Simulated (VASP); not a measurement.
# Ni (Im-3m) in VASP: a series of runs

Ni is run at these levels: r2SCAN+D4, LDA, PBEsol+D3(BJ); tasks: single point, relaxation of cell and atoms.

Program: VASP 6.6.1. These are calculated values, not measurements. Logs are shortened: lines on timing, memory, paths and dates and some standing lists are left out, and cuts for length are marked.

**1. The cell of the first run**

It takes space group Im-3m (No. 229, cubic). Conventional cell: a = 2.759 Å, b = 2.759 Å, c = 2.759 Å, α = 90.00°, β = 90.00°, γ = 90.00°. Within 3.2 Å of Ni (site symmetry m-3m) lie 14 Ni at 2.39 to 2.76 Å.

**2. Single point, r2SCAN+D4, collinear spin, ferromagnetic start**

The input, POSCAR:

```
Ni
1.0
    2.3892444876     -0.0000000132     -0.0000000229
   -0.7964148167      2.2526013099     -0.0000000229
   -0.7964148167     -1.1263006219      1.9508099780
Ni
1
Direct
    0.0000000000      0.0000000000      0.0000000000
```

The input, INCAR.step1:

```
PREC     = Accurate       # precision mode
ENCUT    = 520            # plane-wave cutoff, eV
ISMEAR   = -1             # smearing method
SIGMA    = 0.1            # smearing width, eV
LREAL    = False          # projectors in reciprocal space
LASPH    = True           # aspherical terms in the spheres
NELM     = 150            # most SCF steps
ISPIN    = 2              # spin polarisation
MAGMOM   = 1.5            # initial moments
LMAXMIX  = 4              # l up to which the mixer works
NBANDS   = 15             # bands
GGA      = PE             # functional
ALGO     = Normal         # electronic algorithm
EDIFF    = 1E-4           # SCF threshold, eV
LWAVE    = True           # write WAVECAR
LCHARG   = False          # write CHGCAR
```

The input, INCAR.step2:

```
PREC     = Accurate       # precision mode
ENCUT    = 520            # plane-wave cutoff, eV
EDIFF    = 1E-7           # SCF threshold, eV
ISMEAR   = -1             # smearing method
SIGMA    = 0.1            # smearing width, eV
LREAL    = False          # projectors in reciprocal space
LASPH    = True           # aspherical terms in the spheres
NELM     = 150            # most SCF steps
ALGO     = Normal         # electronic algorithm
ISIF     = 2              # what is computed and relaxed
LWAVE    = False          # write WAVECAR
LCHARG   = False          # write CHGCAR
ISPIN    = 2              # spin polarisation
MAGMOM   = 1.5            # initial moments
LORBIT   = 11             # projections on sites
LMAXMIX  = 4              # l up to which the mixer works
METAGGA  = R2SCAN         # meta-GGA
LMIXTAU  = True         
IVDW     = 13             # dispersion correction
VDW_S6   = 1.0          
VDW_S8   = 0.6018749    
VDW_A1   = 0.51559235   
VDW_A2   = 5.77342911   
NBANDS   = 15             # bands
ISTART   = 1
```

The input, KPOINTS:

```
Automatic mesh
0
Gamma
  15 15 15
```

Potentials or basis: VASP PAW PBE potentials, release 64 (Ni).

Command:

```
cat potpaw_PBE.64/Ni/POTCAR > POTCAR
cp INCAR.step1 INCAR
mpirun -np 1 vasp_std > vasp.out
cp INCAR.step2 INCAR
mpirun -np 1 vasp_std > vasp.out
```

OUTCAR:

```text
PREC = Accurate
   ENCUT = 520
   EDIFF = 1E-7
   ISMEAR = -1
   LREAL = False
   LASPH = True
   NELM = 150
   ISIF = 2
   ISPIN = 2
   LORBIT = 11
   METAGGA = R2SCAN
   IVDW = 13
   ISTART = 1

 ion  position               nearest neighbor table
   1  0.000  0.000  0.000-

  LATTYP: Found a body centered cubic cell.
 ALAT       =     2.7588618961

  Lattice vectors:

 A1 = (   2.3892444876,  -0.0000000132,  -0.0000000229)
 A2 = (  -0.7964148167,   2.2526013099,  -0.0000000229)
 A3 = (  -0.7964148167,  -1.1263006219,   1.9508099780)

Analysis of symmetry for initial positions (statically):
=====================================================================
 Subroutine PRICEL returns:
 Original cell was already a primitive cell.

 Routine SETGRP: Setting up the symmetry group for a
 body centered cubic supercell.

 Subroutine GETGRP returns: Found 48 space group operations
 (whereof 48 operations were pure point group operations)
 out of a pool of 48 trial point group operations.

The static configuration has the point symmetry O_h .

Analysis of symmetry for dynamics (positions and initial velocities):
=====================================================================
 Subroutine PRICEL returns:
 Original cell was already a primitive cell.

 Routine SETGRP: Setting up the symmetry group for a
 body centered cubic supercell.

 Subroutine GETGRP returns: Found 48 space group operations
 (whereof 48 operations were pure point group operations)
 out of a pool of 48 trial point group operations.

The dynamic configuration has the point symmetry O_h .

Analysis of structural, dynamic, and magnetic symmetry:
=====================================================================
 Subroutine PRICEL returns:
 Original cell was already a primitive cell.

 Routine SETGRP: Setting up the symmetry group for a
 body centered cubic supercell.

 Subroutine GETGRP returns: Found 48 space group operations
 (whereof 48 operations were pure point group operations)
 out of a pool of 48 trial point group operations.

The overall configuration has the point symmetry O_h .

 Subroutine INISYM returns: Found 48 space group operations
 (whereof 48 operations are pure point group operations),
 and found     1 'primitive' translations

----------------------------------------------------------------------------------------

                                     Primitive cell

  volume of cell :      10.4993

  direct lattice vectors                    reciprocal lattice vectors
     2.389244488 -0.000000013 -0.000000023     0.418542352  0.147977068  0.256303792
    -0.796414817  2.252601310 -0.000000023     0.000000005  0.443931203  0.256303792
    -0.796414817 -1.126300622  1.950809978     0.000000005  0.000000007  0.512607595

  length of vectors
     2.389244488  2.389244488  2.389244488     0.512607595  0.512607595  0.512607595

  position of ions in fractional coordinates (direct lattice)
     0.000000000  0.000000000  0.000000000

  ion indices of the primitive-cell ions
   primitive index   ion index
                 1           1

----------------------------------------------------------------------------------------

 KPOINTS: Automatic mesh

Automatic generation of k-mesh.
 Grid dimensions read from file:
 generate k-points for:   15   15   15

 Generating k-lattice:

  Cartesian coordinates                     Fractional coordinates (reciprocal lattice)
     0.027902823  0.009865138  0.017086919     0.066666667 -0.000000000  0.000000000
     0.000000000  0.029595414  0.017086919     0.000000000  0.066666667  0.000000000
     0.000000000  0.000000000  0.034173840     0.000000000  0.000000000  0.066666667

  Length of vectors
     0.034173840  0.034173840  0.034173840

  Shift w.r.t. Gamma in fractional coordinates (k-lattice)
     0.000000000  0.000000000  0.000000000

 Subroutine IBZKPT returns following result:
 ===========================================

 Found    120 irreducible k-points:

 Following reciprocal coordinates:
            Coordinates               Weight
[... 45 lines left out ...]

 val. band max:        9.6366894012   @ k =  -0.2667   0.4667   0.0667
 cond. band min:       9.6460282146   @ k =  -0.3333   0.3333   0.2667
 fundamental gap:      0.0093388134
 Fermi energy:         9.6435077167

 spin component 1

 k-point     1 :       0.0000    0.0000    0.0000
  band No.  band energies     occupation
      1       0.1513      1.00000
      2       6.8835      1.00000
      3       6.8837      1.00000
      4       6.8837      1.00000
      5       8.4305      0.99999
      6       8.4305      0.99999
      7      37.4812      0.00000
      8      37.4813      0.00000
      9      37.4813      0.00000
     10      42.7519      0.00000
     11      42.7519      0.00000
     12      44.3566      0.00000
     13      44.3569      0.00000
     14      44.3569      0.00000
     15      44.5166      0.00000
[... 397 lines left out ...]
 k-point    24 :       0.4000    0.2000   -0.0000
  band No.  band energies     occupation
      1       5.1731      1.00000
      2       6.0072      1.00000
      3       7.0432      1.00000
      4       8.3197      1.00000
      5       8.7033      0.99992
      6      13.1218      0.00000
      7      16.8222      0.00000
      8      22.8349      0.00000
      9      30.1411      0.00000
     10      38.1287      0.00000
     11      43.5508      0.00000
     12      46.4844      0.00000
     13      49.6926      0.00000
     14      53.4626      0.00000
     15      58.1855      0.00000

 [... further k-points ...]

 spin component 2

 k-point     1 :       0.0000    0.0000    0.0000
  band No.  band energies     occupation
      1      -0.0302      1.00000
      2       8.0146      1.00000
      3       8.0146      1.00000
      4       8.0148      1.00000
      5       9.1191      0.99475
      6       9.1191      0.99475
      7      37.4539      0.00000
      8      37.4539      0.00000
      9      37.4540      0.00000
     10      42.7512      0.00000
     11      42.7512      0.00000
     12      44.7627      0.00000
     13      44.7627      0.00000
     14      44.7627      0.00000
     15      44.8727      0.00000
[... 397 lines left out ...]
 k-point    24 :       0.4000    0.2000   -0.0000
  band No.  band energies     occupation
      1       5.7876      1.00000
      2       6.9394      1.00000
      3       7.5652      1.00000
      4       9.1857      0.98983
      5       9.6226      0.55212
      6      13.5149      0.00000
      7      17.2822      0.00000
      8      23.0330      0.00000
      9      30.3034      0.00000
     10      38.2473      0.00000
     11      43.6687      0.00000
     12      46.7432      0.00000
     13      50.3613      0.00000
     14      55.6011      0.00000
     15      58.4032      0.00000

 [... further k-points ...]

------------------------ aborting loop because EDIFF is reached ----------------------------------------

  DFT-D4 for vdW energy calculation

  Edisp (eV):   -0.16111

  FORCE on cell =-STRESS in cart. coord.  units (eV):
  Direction    XX          YY          ZZ          XY          YZ          ZX
  --------------------------------------------------------------------------------------
  -------------------------------------------------------------------------------------
  Total       0.02571     0.02571     0.02571     0.00000     0.00000     0.00000
  in kB       3.92375     3.92375     3.92375     0.00000     0.00000     0.00000
  external pressure =        3.92 kB  Pullay stress =        0.00 kB

 VOLUME and BASIS-vectors are now :
 -----------------------------------------------------------------------------
  energy-cutoff  :      520.00
  volume of cell :       10.50
      direct lattice vectors                 reciprocal lattice vectors
     2.389244488 -0.000000013 -0.000000023     0.418542352  0.147977068  0.256303792
    -0.796414817  2.252601310 -0.000000023     0.000000005  0.443931203  0.256303792
    -0.796414817 -1.126300622  1.950809978     0.000000005  0.000000007  0.512607595

 POSITION                                       TOTAL-FORCE (eV/Angst)
 -----------------------------------------------------------------------------------
      0.00000      0.00000      0.00000         0.000000      0.000000      0.000000
 -----------------------------------------------------------------------------------
    total drift:                                0.000000      0.000000     -0.000000

  FREE ENERGIE OF THE ION-ELECTRON SYSTEM (eV)
  ---------------------------------------------------
  free  energy   TOTEN  =       -12.0118216539 eV

  energy  without entropy=      -11.9696101606  energy(sigma->0) =      -11.99071591

 total charge

# of ion       s       p       d       tot
------------------------------------------
    1        0.521   0.537   8.358   9.416

 magnetization (x)

# of ion       s       p       d       tot
------------------------------------------
    1       -0.007  -0.031   0.695   0.657
```

Run time: 97 s. Hardware: 1 thread of AMD EPYC 9R45 (Zen 5), shared host; peak memory 0.12 GiB.

Results:

| Item | Value |
| --- | --- |
| Free energy | -12.0118 eV |
| Pressure | 0.4 GPa |
| Net moment | 0.64 μB per cell |
| Site moments | Ni +0.66 μB |
| Valence electrons inside the program's atomic spheres | Ni 9.42 |
| Dispersion energy per atom | -0.161 eV |

Caveat: the PAW data sets were made with another functional, which shifts forces and pressure a little; pairwise dispersion overbinds metals, which lowers pressure and volume.

**3. Relaxation of cell and atoms, LDA, collinear spin, ferromagnetic start**

This run uses another cell than the first one, of 10.60 Å³/atom, 1.009 times its volume.

The input, INCAR:

```
ALGO     = Normal         # electronic algorithm
EDIFF    = 1E-7           # SCF threshold, eV
EDIFFG   = -0.01          # ionic threshold
ENCUT    = 600            # plane-wave cutoff, eV
IBRION   = 2              # ionic algorithm
ISIF     = 3              # what is computed and relaxed
ISMEAR   = -1             # smearing method
ISPIN    = 2              # spin polarisation
LASPH    = T              # aspherical terms in the spheres
LCHARG   = F              # write CHGCAR
LMAXMIX  = 4              # l up to which the mixer works
LORBIT   = 11             # projections on sites
LREAL    = F              # projectors in reciprocal space
LWAVE    = F              # write WAVECAR
MAGMOM   = 1.5            # initial moments
NELM     = 150            # most SCF steps
NSW      = 80             # ionic steps
PREC     = Accurate       # precision mode
SIGMA    = 0.1            # smearing width, eV
```

The input, KPOINTS:

```
k-points
0
Gamma
  15 15 15
```

The input, POSCAR:

```
Ni
1.0
    2.3966650000      0.0000000000      0.0000000000
   -0.7988883083      2.2595974405      0.0000000000
   -0.7988883083     -1.1297986672      1.9568688164
Ni
1
Direct
    0.0000000000      0.0000000000      0.0000000000
```

Potentials or basis: VASP PAW LDA potentials, release 64 (Ni).

Command:

```
cat potpaw_LDA.64/Ni/POTCAR > POTCAR
mpirun -np 1 vasp_std > vasp.out
```

Run time: 62 s. Hardware: 1 thread of AMD EPYC 9R45 (Zen 5), shared host; peak memory 0.12 GiB.

It converged, with:

```
Free energy                                           : -6.5127 eV
Relaxed volume                                        : 10.05 Å³/atom
Relaxed cell                                          : a = 2.355 Å, b = 2.355 Å, c = 2.355 Å, α = 109.47°, β = 109.47°, γ = 109.47°
Space group after relaxing (to 0.05 Å)                : Im-3m (No. 229)
Energy gained by relaxing                             : 20.5 meV/atom
Ionic steps                                           : 4
Pressure after relaxing                               : 0.1 GPa
Band gap on the k mesh                                : zero (filled and empty bands overlap)
Net moment                                            : 0.00 μB per cell
Valence electrons inside the program's atomic spheres : Ni 9.47
```

The path:
```
step  energy change (eV)  largest force (eV/Å)  pressure (GPa)  volume (Å³)
   1              0.0000                0.0000          -11.47        10.60
   2              0.0086                0.0000           17.04         9.48
   3             -0.0205                0.0000           -0.17        10.06
   4             -0.0205                0.0000            0.11        10.05
```

Final structure:
```
Ni
1.0
     2.35471    0.00000    0.00000
    -0.78490    2.22005    0.00000
    -0.78490   -1.11002    1.92262
Ni
1
Direct
  0.00000 0.00000 0.00000
```

Levels at points of the mesh, in eV from the Fermi level:
Spin up:
```csv
k point,band 1,band 2,band 3,band 4,band 5,band 6,band 7,band 8,band 9,band 10
"(0.00, 0.00, 0.00)",-9.37,-2.16,-2.16,-2.16,-0.62,-0.62,27.35,27.35,27.35,32.85
```
Spin down:
| k point | band 2 | band 3 | band 4 | band 5 | band 6 | band 7 | band 8 | band 9 |
| --- | --- | --- | --- | --- | --- | --- | --- | --- |
| (0.00, 0.00, 0.00) | -2.16 | -2.16 | -2.16 | -0.62 | -0.62 | 27.35 | 27.35 | 27.35 |

Caveat: the starting moments collapsed, and a magnetic state may lie lower.

**4. Relaxation of cell and atoms, PBEsol+D3(BJ), collinear spin, ferromagnetic start**

This run uses another cell than the first one, of 10.60 Å³/atom, 1.009 times its volume.

The input, INCAR:

```
PREC = Accurate ; ENCUT = 600
EDIFF = 1E-6 ; ISMEAR = -1
SIGMA = 0.1 ; LREAL = False
LASPH = True ; NELM = 150
ALGO = Normal ; ISIF = 3
LWAVE = False ; LCHARG = False
ISPIN = 2 ; MAGMOM = 1.5
LORBIT = 11 ; LMAXMIX = 4
GGA = PS ; IVDW = 12
IBRION = 2 ; NSW = 80
EDIFFG = -0.01
```

The input, KPOINTS:

```
regular mesh
0
Gamma
  15 15 15
```

POSCAR is that of step 3.

Potentials or basis: VASP PAW PBE potentials, release 64 (Ni).

Command:

```
cat potpaw_PBE.64/Ni/POTCAR > POTCAR
mpirun -np 1 vasp_std > vasp.out
```

Run time: 51 s. Hardware: 1 thread of AMD EPYC 9R45 (Zen 5), shared host; peak memory 0.14 GiB.

The run converged. Its results:

- Free energy: -6.5015 eV
- Relaxed volume: 10.10 Å³/atom
- Relaxed cell: a = 2.359 Å, b = 2.359 Å, c = 2.359 Å, α = 109.47°, β = 109.47°, γ = 109.47°
- Space group after relaxing (to 0.05 Å): Im-3m (No. 229)
- Energy gained by relaxing: 13.1 meV/atom
- Ionic steps: 4
- Pressure after relaxing: 0.0 GPa
- Band gap on the k mesh: zero (filled and empty bands overlap)
- Net moment: 0.00 μB per cell
- Valence electrons inside the program's atomic spheres: Ni 9.46
- Dispersion energy per atom: -0.450 eV

The path:
```
step  energy change (eV)  largest force (eV/Å)  pressure (GPa)  volume (Å³)
   1              0.0000                0.0000           -8.92        10.60
   2             -0.0013                0.0000           10.40         9.72
   3             -0.0130                0.0000           -0.70        10.13
   4             -0.0131                0.0000           -0.04        10.10
```

Final structure:
```xyz
1
Lattice="2.3586 0.0000 0.0000 -0.7862 2.2237 0.0000 -0.7862 -1.1118 1.9258" Properties=species:S:1:pos:R:3 pbc="T T T"
Ni   -0.7862    2.2237    0.0000
```

Levels at points of the mesh, in eV from the Fermi level:
Spin up:
```
           k point  band 2  band 3  band 4  band 5  band 6  band 7  band 8  band 9
(0.00, 0.00, 0.00)   -2.13   -2.13   -2.13   -0.63   -0.63   27.22   27.22   27.22
```
Spin down:
| k point | band 2 | band 3 | band 4 | band 5 | band 6 | band 7 | band 8 | band 9 |
| --- | --- | --- | --- | --- | --- | --- | --- | --- |
| (0.00, 0.00, 0.00) | -2.12 | -2.12 | -2.12 | -0.63 | -0.63 | 27.22 | 27.22 | 27.22 |

Caveat: the starting moments collapsed, and a magnetic state may lie lower; the PAW data sets were made with another functional, which shifts forces and pressure a little; pairwise dispersion overbinds metals, which lowers pressure and volume.

**5. Relaxation of cell and atoms, r2SCAN+D4, collinear spin, ferromagnetic start**

This run uses another cell than the first one, of 10.60 Å³/atom, 1.009 times its volume.

POSCAR is that of step 4.

The input, INCAR.step1:

```
SYSTEM = Ni
PREC = Accurate ; ENCUT = 600
ISMEAR = -1 ; SIGMA = 0.1
LREAL = .False. ; LASPH = .True.
NELM = 150 ; ISPIN = 2
MAGMOM = 1.5 ; LMAXMIX = 4
GGA = PE ; ALGO = Normal
EDIFF = 1E-4 ; LWAVE = .True.
LCHARG = .False.
```

The input, INCAR.step2:

```
SYSTEM = Ni
PREC = Accurate ; ENCUT = 600
EDIFF = 1E-6 ; ISMEAR = -1
SIGMA = 0.1 ; LREAL = .False.
LASPH = .True. ; NELM = 150
ALGO = Normal ; ISIF = 3
LWAVE = .False. ; LCHARG = .False.
ISPIN = 2 ; MAGMOM = 1.5
LORBIT = 11 ; LMAXMIX = 4
METAGGA = R2SCAN ; LMIXTAU = .True.
IVDW = 13 ; VDW_S6 = 1.0
VDW_S8 = 0.6018749 ; VDW_A1 = 0.51559235
VDW_A2 = 5.77342911 ; IBRION = 2
NSW = 80 ; EDIFFG = -0.01
ISTART = 1
```

The input, KPOINTS:

```
Automatic mesh
0
Gamma
  15 15 15
  0 0 0
```

Command:

```
cat potpaw_PBE.64/Ni/POTCAR > POTCAR
cp INCAR.step1 INCAR
mpirun -np 1 vasp_std > vasp.out
cp INCAR.step2 INCAR
mpirun -np 1 vasp_std > vasp.out
```

It took 3.5 min on 1 thread of Intel Xeon Platinum 8488C (Sapphire Rapids), shared host; peak memory 0.16 GiB.

It converged, with:

| Item | Value |
| --- | --- |
| Free energy | -12.0123 eV |
| Relaxed volume | 10.51 Å³/atom |
| Relaxed cell | a = 2.390 Å, b = 2.390 Å, c = 2.390 Å, α = 109.47°, β = 109.47°, γ = 109.47° |
| Space group after relaxing (to 0.05 Å) | Im-3m (No. 229) |
| Energy gained by relaxing | 0.5 meV/atom |
| Ionic steps | 3 |
| Pressure after relaxing | -0.1 GPa |
| Net moment | 0.64 μB per cell |
| Site moments | Ni +0.66 μB |
| Valence electrons inside the program's atomic spheres | Ni 9.41 |
| Dispersion energy per atom | -0.161 eV |

The path:
```
step  energy change (eV)  largest force (eV/Å)  pressure (GPa)  volume (Å³)
   1              0.0000                0.0000           -1.80        10.60
   2              0.0001                0.0000            1.85        10.42
   3             -0.0005                0.0000           -0.15        10.51
```

Final structure:
```yaml
crystal:
  lattice:
    - [2.39036, 0.00000, 0.00000]
    - [-0.79679, 2.25366, 0.00000]
    - [-0.79679, -1.12683, 1.95172]
  atoms:
    - { symbol: Ni, position: [0.00000, 0.00000, 0.00000] }
```

Levels at points of the mesh, in eV from the Fermi level:
Spin up:
```
           k point  band 2  band 3  band 4  band 5  band 6  band 7  band 8  band 9
(0.00, 0.00, 0.00)   -2.76   -2.76   -2.76   -1.21   -1.21   27.82   27.82   27.82
```
Spin down:
```tsv
k point	band 2	band 3	band 4	band 5	band 6	band 7	band 8	band 9
(0.00, 0.00, 0.00)	-1.62	-1.62	-1.62	-0.52	-0.52	27.79	27.79	27.79
```

Caveat: the PAW data sets were made with another functional, which shifts forces and pressure a little; pairwise dispersion overbinds metals, which lowers pressure and volume.
